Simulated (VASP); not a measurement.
# ZnSe (F-43m) in VASP: a series of runs

Runs on ZnSe. Level: LDA. Tasks: single point, relaxation of cell and atoms.

Everything below comes from runs of VASP 6.6.1. Logs are shortened: lines on timing, memory, paths and dates and some standing lists are left out, and cuts for length are marked.

### Step 1. The cell of the first run

Symmetry: F-43m, No. 216, cubic system. The conventional cell has a = 5.236 Å, b = 5.236 Å, c = 5.236 Å, α = 90.00°, β = 90.00°, γ = 90.00°. Zn (site symmetry -43m) has 4 Se at 2.27 Å within 3.0 Å. Within 3.0 Å of Se (site symmetry -43m) lie 4 Zn at 2.27 Å.

### Step 2. Single point, LDA

INCAR reads:

```
ALGO = Normal
EDIFF = 1E-7
ENCUT = 520
GGA = CA
ISIF = 2
ISMEAR = 0
LASPH = True
LCHARG = False
LREAL = False
LWAVE = False
NBANDS = 16
NELM = 100
PREC = Accurate
SIGMA = 0.01
```

KPOINTS reads:

```
k-points
0
Gamma
  10 10 10
```

POSCAR reads:

```
ZnSe
1.0
    0.0000000000      2.6182247793      2.6182247793
    2.6182247793      0.0000000000      2.6182247793
    2.6182247793      2.6182247793      0.0000000000
Zn Se
1 1
Direct
    0.0000000000      0.0000000000      0.0000000000
    0.7500000000      0.7500000000      0.7500000000
```

Potentials or basis: VASP PAW LDA potentials, release 64 (Zn, Se).

Run with:

```bash
> cat potpaw_LDA.64/Zn/POTCAR potpaw_LDA.64/Se/POTCAR > POTCAR
> mpirun -np 1 vasp_std > vasp.out
```

OUTCAR:

```text
EDIFF = 1E-7
   ENCUT = 520
   GGA = CA
   ISIF = 2
   ISMEAR = 0
   LASPH = True
   LREAL = False
   NELM = 100
   PREC = Accurate

 ion  position               nearest neighbor table
   1  0.000  0.000  0.000-   2 2.27   2 2.27   2 2.27   2 2.27
   2  0.750  0.750  0.750-   1 2.27   1 2.27   1 2.27   1 2.27

  LATTYP: Found a face centered cubic cell.
 ALAT       =     5.2364495586

  Lattice vectors:

 A1 = (   0.0000000000,   2.6182247793,   2.6182247793)
 A2 = (   2.6182247793,   0.0000000000,   2.6182247793)
 A3 = (   2.6182247793,   2.6182247793,   0.0000000000)

Analysis of symmetry for initial positions (statically):
=====================================================================
 Subroutine PRICEL returns:
 Original cell was already a primitive cell.

 Routine SETGRP: Setting up the symmetry group for a
 face centered cubic supercell.

 Subroutine GETGRP returns: Found 24 space group operations
 (whereof 24 operations were pure point group operations)
 out of a pool of 48 trial point group operations.

The static configuration has the point symmetry T_d .

Analysis of symmetry for dynamics (positions and initial velocities):
=====================================================================
 Subroutine PRICEL returns:
 Original cell was already a primitive cell.

 Routine SETGRP: Setting up the symmetry group for a
 face centered cubic supercell.

 Subroutine GETGRP returns: Found 24 space group operations
 (whereof 24 operations were pure point group operations)
 out of a pool of 48 trial point group operations.

The dynamic configuration has the point symmetry T_d .

 Subroutine INISYM returns: Found 24 space group operations
 (whereof 24 operations are pure point group operations),
 and found     1 'primitive' translations

----------------------------------------------------------------------------------------

                                     Primitive cell

  volume of cell :      35.8964

  direct lattice vectors                    reciprocal lattice vectors
     0.000000000  2.618224779  2.618224779    -0.190969089  0.190969089  0.190969089
     2.618224779  0.000000000  2.618224779     0.190969089 -0.190969089  0.190969089
     2.618224779  2.618224779  0.000000000     0.190969089  0.190969089 -0.190969089

  length of vectors
     3.702728992  3.702728992  3.702728992     0.330768164  0.330768164  0.330768164

  position of ions in fractional coordinates (direct lattice)
     0.000000000  0.000000000  0.000000000
     0.750000000  0.750000000  0.750000000

  ion indices of the primitive-cell ions
   primitive index   ion index
                 1           1
                 2           2

----------------------------------------------------------------------------------------

 KPOINTS: k-points

Automatic generation of k-mesh.
 Grid dimensions read from file:
 generate k-points for:   10   10   10

 Generating k-lattice:

  Cartesian coordinates                     Fractional coordinates (reciprocal lattice)
    -0.019096909  0.019096909  0.019096909     0.100000000  0.000000000  0.000000000
     0.019096909 -0.019096909  0.019096909     0.000000000  0.100000000  0.000000000
     0.019096909  0.019096909 -0.019096909     0.000000000  0.000000000  0.100000000

  Length of vectors
     0.033076816  0.033076816  0.033076816

  Shift w.r.t. Gamma in fractional coordinates (k-lattice)
     0.000000000  0.000000000  0.000000000

 Subroutine IBZKPT returns following result:
 ===========================================

 Found     47 irreducible k-points:

 Following reciprocal coordinates:
            Coordinates               Weight
  0.000000  0.000000  0.000000      1.000000
  0.100000  0.000000  0.000000      8.000000
  0.200000  0.000000  0.000000      8.000000
  0.300000  0.000000  0.000000      8.000000
  0.400000  0.000000  0.000000      8.000000
  0.500000  0.000000  0.000000      4.000000
[... 16 lines left out ...]
  0.300000  0.300000  0.000000      6.000000
  0.400000  0.300000  0.000000     24.000000
 [... further k-points ...]
   k-points           NKPTS =     47   k-points in BZ     NKDIM =     47   number of bands    NBANDS=     16
   number of dos      NEDOS =    301   number of ions     NIONS =      2
   total plane-waves  NPLWV =  21952
   dimension x,y,z NGX =    28 NGY =   28 NGZ =   28
   dimension x,y,z NGXF=    56 NGYF=   56 NGZF=   56
   ions per type =               1   1
   NGX,Y,Z   is equivalent  to a cutoff of  12.57, 12.57, 12.57 a.u.
   NGXF,Y,Z  is equivalent  to a cutoff of  25.14, 25.14, 25.14 a.u.
 SYSTEM =  unknown system
   PREC   = accura    normal or accurate (medium, high low for compatibility)
   ISTART =      0    job   : 0-new  1-cont  2-samecut
   ICHARG =      2    charge: 1-file 2-atom 10-const
   ISPIN  =      1    spin polarized calculation?
   LNONCOLLINEAR =      F non collinear calculations
   LSORBIT =      F    spin-orbit coupling
   LASPH  =      T    aspherical Exc in radial PAW
   ENCUT  =  520.0 eV  38.22 Ry    6.18 a.u.   6.88  6.88  6.88*2*pi/ulx,y,z
   NELM   =    100;   NELMIN=  2; NELMDL= -5     # of ELM steps
   EDIFF  = 0.1E-06   stopping-criterion for ELM
   LREAL  =      F    real-space projection
   EDIFFG = 0.1E-05   stopping-criterion for IOM
   NSW    =      0    number of steps for IOM
   IBRION =     -1    ionic relax: 0-MD 1-quasi-New 2-CG
   NFREE  =      0    steps in history (QN), initial steepest desc. (CG)
   ISIF   =      2    stress and relaxation
   ISYM   =      2    0-nonsym 1-usesym 2-fastsym
   POTIM  = 0.5000    time-step for ionic-motion
   TEBEG  =    0.0;   TEEND  =   0.0 temperature during run
   PSTRESS=    0.0 pullay stress
   NELECT =      18.0000    total number of electrons
   NUPDOWN=      -1.0000    fix difference up-down
   EMIN   =  10.00;   EMAX   =-10.00  energy-range for DOS
   EFERMI =   0.00;   METHOD = LEGACY
   ISMEAR =     0;   SIGMA  =   0.01  broadening in eV -4-tet -1-fermi 0-gaus
   EFERMI_NEDOS =   21; number of points for ismear=-14 and -15
   IALGO  =     38    algorithm
   IMIX   =      4    mixing-type and parameters
     AMIX     =   0.40;   BMIX     =  1.00
     AMIX_MAG =   1.60;   BMIX_MAG =  1.00
  volume/ion in A,a.u.               =      17.95       121.12
  Fermi-wavevector in a.u.,A,eV,Ry     =   1.300615  2.457806 23.015605  1.691599
  Thomas-Fermi vector in A             =   2.431802
   LORBIT       =      0    0 simple, 1 ext, 2 COOP (PROOUT), +10 PAW based schemes
   GGA     = CA    functional components
   LHFCALC =     F    Hartree Fock is set to
   AEXX    =    0.0000 exact exchange contribution
   IVDW    =     0    specifies the selected vdW correction
   LEPSILON=     F    determine dielectric tensor
   LRPA    =     F    only Hartree local field effects (RPA)
 non-spin polarized calculation
 Gauss-broadening in eV      SIGMA  =   0.01
  energy-cutoff  :      520.00
  volume of cell :       35.90
 maximum number of plane-waves:       982
   NGX = 13   NGY = 13   NGZ = 13

 number of electron      17.9999992 magnetization

 Free energy of the ion-electron system (eV)
  ---------------------------------------------------
  ext. energy  EPLUGINS =         0.00000000
  ---------------------------------------------------
  free energy    TOTEN  =        -6.96590637 eV

  energy without entropy =       -6.96590637  energy(sigma->0) =       -6.96590637

 E-fermi :   3.9848     XC(G=0): -10.7949

 val. band max:        3.9184045632   @ k =   0.0000   0.0000   0.0000
 cond. band min:       6.0387253786   @ k =   0.0000   0.0000   0.0000
 fundamental gap:      2.1203208154
 Fermi energy:         3.9847713423

 k-point     1 :       0.0000    0.0000    0.0000
  band No.  band energies     occupation
      1     -11.2092      2.00000
      2      -3.9336      2.00000
      3      -3.9336      2.00000
      4      -3.9336      2.00000
      5      -3.3268      2.00000
      6      -3.3268      2.00000
[... 8 lines left out ...]
     15      15.8853      0.00000
     16      15.8853      0.00000

 k-point     2 :       0.1000    0.0000    0.0000
  band No.  band energies     occupation
      1     -11.1103      2.00000
      2      -3.9421      2.00000
      3      -3.9168      2.00000
      4      -3.9168      2.00000
      5      -3.3292      2.00000
      6      -3.3292      2.00000
[... 8 lines left out ...]
     15      15.0283      0.00000
     16      15.1414      0.00000

 k-point     3 :       0.2000    0.0000    0.0000
  band No.  band energies     occupation
      1     -10.8339      2.00000
      2      -3.9471      2.00000
      3      -3.8755      2.00000
      4      -3.8755      2.00000
      5      -3.3312      2.00000
      6      -3.3312      2.00000
[... 8 lines left out ...]
     15      14.4486      0.00000
     16      15.1055      0.00000

 k-point     4 :       0.3000    0.0000    0.0000
  band No.  band energies     occupation
      1     -10.4486      2.00000
      2      -3.8869      2.00000
      3      -3.8321      2.00000
      4      -3.8321      2.00000
      5      -3.3226      2.00000
      6      -3.3226      2.00000
[... 8 lines left out ...]
     15      14.9664      0.00000
     16      14.9664      0.00000

 k-point     5 :       0.4000    0.0000    0.0000
  band No.  band energies     occupation
      1     -10.0890      2.00000
      2      -3.8053      2.00000
      3      -3.8053      2.00000
      4      -3.6567      2.00000
      5      -3.3042      2.00000
      6      -3.3042      2.00000
[... 8 lines left out ...]
     15      16.4543      0.00000
     16      16.4543      0.00000

 k-point     6 :       0.5000    0.0000    0.0000
  band No.  band energies     occupation
      1      -9.9366      2.00000
      2      -3.7973      2.00000
      3      -3.7973      2.00000
      4      -3.2941      2.00000
      5      -3.2941      2.00000
      6      -3.1962      2.00000
[... 8 lines left out ...]
     15      17.9549      0.00000
     16      17.9549      0.00000
[... 267 lines left out ...]
 k-point    21 :      -0.3000    0.2000    0.0000
  band No.  band energies     occupation
      1      -9.9787      2.00000
      2      -3.8049      2.00000
      3      -3.7482      2.00000
      4      -3.6767      2.00000
      5      -3.3471      2.00000
      6      -3.2584      2.00000
[... 8 lines left out ...]
     15      16.7335      0.00000
     16      18.3869      0.00000

 k-point    22 :      -0.2000    0.2000    0.0000
  band No.  band energies     occupation
      1     -10.3176      2.00000
      2      -3.8792      2.00000
      3      -3.8076      2.00000
      4      -3.8004      2.00000
      5      -3.3602      2.00000
      6      -3.2837      2.00000
[... 8 lines left out ...]
     15      16.8779      0.00000
     16      18.2262      0.00000

 k-point    23 :       0.3000    0.3000    0.0000
  band No.  band energies     occupation
      1     -10.1894      2.00000
      2      -4.0797      2.00000
      3      -3.6910      2.00000
      4      -3.6910      2.00000
      5      -3.3752      2.00000
      6      -3.2712      2.00000
[... 8 lines left out ...]
     15      17.2370      0.00000
     16      20.3480      0.00000

 k-point    24 :       0.4000    0.3000    0.0000
  band No.  band energies     occupation
      1      -9.9037      2.00000
      2      -4.0591      2.00000
      3      -3.6353      2.00000
      4      -3.6299      2.00000
      5      -3.3099      2.00000
      6      -3.2628      2.00000
[... 8 lines left out ...]
     15      18.0405      0.00000
     16      20.0952      0.00000

 [... further k-points ...]
[... 5 lines left out ...]
  --------------------------------------------------------------------------------------
  -------------------------------------------------------------------------------------
  Total        4.6483760      4.6483760      4.6483760      0.0000000      0.0000000      0.0000000
  in kB      207.4727442    207.4727442    207.4727442      0.0000000      0.0000000      0.0000000
  external PRESSURE =     207.4727442 kB  Pullay stress =       0.0000000 kB

 VOLUME and BASIS-vectors are now :
 -----------------------------------------------------------------------------
  energy-cutoff  :      520.00
  volume of cell :       35.90
      direct lattice vectors                 reciprocal lattice vectors
     0.000000000  2.618224779  2.618224779    -0.190969089  0.190969089  0.190969089
     2.618224779  0.000000000  2.618224779     0.190969089 -0.190969089  0.190969089
     2.618224779  2.618224779  0.000000000     0.190969089  0.190969089 -0.190969089

 POSITION                                       TOTAL-FORCE (eV/Angst)
 -----------------------------------------------------------------------------------
      0.00000      0.00000      0.00000         0.000000      0.000000      0.000000
      3.92734      3.92734      3.92734        -0.000000     -0.000000     -0.000000
 -----------------------------------------------------------------------------------
    total drift:                               -0.000001     -0.000001     -0.000001

  FREE ENERGIE OF THE ION-ELECTRON SYSTEM (eV)
  ---------------------------------------------------
  free  energy   TOTEN  =        -6.9659063676 eV

  energy  without entropy=       -6.9659063676  energy(sigma->0) =       -6.96590637
```

Wall time 17 s (1 thread of Intel Xeon Platinum 8488C (Sapphire Rapids), shared host); peak memory 0.15 GiB.

What came out:

```
Free energy            : -6.9659 eV
Pressure               : 20.7 GPa
Band gap on the k mesh : 2.12 eV, direct
```

A k mesh can miss the band edges. LDA gaps usually lie below the measured ones, often by a third to a half.

[end of part 1 of 2]
